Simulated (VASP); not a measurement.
Here is a VASP 6.6.1 calculation.

File INCAR:

```
SYSTEM = SnSe
PREC = Accurate
ENCUT = 520
EDIFF = 1E-7
ISMEAR = 0
SIGMA = 0.05
LREAL = .FALSE.
LASPH = .TRUE.
NELM = 80
ALGO = Normal
ISIF = 2
LWAVE = .FALSE.
LCHARG = .TRUE.
GGA = CA
LELF = .TRUE.
LVHAR = .TRUE.
NBANDS = 28
```

File KPOINTS:

```
Automatic mesh
0
G
  8 8 4
  0 0 0
```

File POSCAR:

```
SnSe
1.0
    4.1513222573      0.0000000000      0.0000000000
    0.0000000000      4.1513222573      0.0000000000
    0.0000000000      0.0000000000     11.7117061173
Sn Se
2 2
Direct
    0.5000000000      0.0000000000      0.3722291100
    0.0000000000      0.5000000000      0.6277708900
    0.5000000000      0.0000000000      0.6160394900
    0.0000000000      0.5000000000      0.3839605100
```

Potentials or basis: VASP PAW LDA potentials, release 64 (Sn_d, Se).

The run is started by

```bash
$ cat potpaw_LDA.64/Sn_d/POTCAR potpaw_LDA.64/Se/POTCAR > POTCAR
$ mpirun -np 1 vasp_std > vasp.out
```

Problem. Estimate the band gap on the k mesh.

Solution. 0.85 eV (least direct gap 1.03 eV).

Problem. What does it give for the largest force?

Solution. 0.651 eV/Å.

Forces on the atoms (eV/Å):
```
Sn   0.000  0.000  0.651
Sn   0.000  0.000 -0.651
Se   0.000  0.000 -0.482
Se   0.000  0.000  0.482
```

Caveat: there is no dipole correction, which matters where the two faces differ; spin-orbit coupling is left out, which moves the levels of the heavy elements.
